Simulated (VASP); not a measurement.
Here is a VASP 6.6.1 calculation.

File POSCAR:

```
SrCl2
1.0
    4.5394663916      0.0000000000      0.0000000000
   -2.2697331958      3.9312932148      0.0000000000
    0.0000000000      0.0000000000      5.3718511202
Sr Cl
1 2
Direct
    0.0000000000      0.0000000000      0.0000000000
    0.3333333333      0.6666666667      0.2448602949
    0.6666666667      0.3333333333      0.7551397051
```

The input INCAR.step1:

```
SYSTEM = SrCl2
  PREC = Accurate
  ENCUT = 400
  EDIFF = 1E-5
  ISMEAR = 0
  SIGMA = 0.01
  LREAL = .False.
  LASPH = .True.
  NELM = 120
  ALGO = Normal
  ISIF = 2
  LWAVE = .True.
  LCHARG = .False.
  NBANDS = 19
  GGA = PE
  GGA_COMPAT = .False.
  KPAR = 4
```

The input INCAR.step2:

```
SYSTEM = SrCl2
  PREC = Accurate
  ENCUT = 400
  EDIFF = 1E-6
  ISMEAR = 0
  SIGMA = 0.01
  LREAL = .False.
  LASPH = .True.
  NELM = 120
  ALGO = Normal
  ISIF = 2
  LWAVE = .False.
  LCHARG = .False.
  GGA = PE
  LHFCALC = .True.
  HFSCREEN = 0.2079
  PRECFOCK = Normal
  NBANDS = 19
  ISTART = 1
  GGA_COMPAT = .False.
  KPAR = 4
```

The input KPOINTS:

```
regular mesh
0
Gamma
  6 6 4
  0 0 0
```

Potentials or basis: VASP PAW PBE potentials, release 64 (Sr_sv, Cl).

Run with:

```sh
$ cat potpaw_PBE.64/Sr_sv/POTCAR potpaw_PBE.64/Cl/POTCAR > POTCAR
$ cp INCAR.step1 INCAR
$ mpirun -np 4 vasp_std > vasp.out
$ cp INCAR.step2 INCAR
$ mpirun -np 4 vasp_std > vasp.out
```

**Question.** What does it give for the pressure?

**Answer.** -0.1 GPa.

**Question.** What does it give for the largest force?

**Answer.** 0.035 eV/Å.

Forces in eV/Å, atoms in the order of the input:
```
Sr   0.000  0.000  0.000
Cl   0.000  0.000 -0.035
Cl   0.000  0.000  0.035
```

Caveat: the cell differs from its parent crystal (epitaxial xy strain +3.0%); the PAW data sets were made with another functional, which shifts forces and pressure a little.
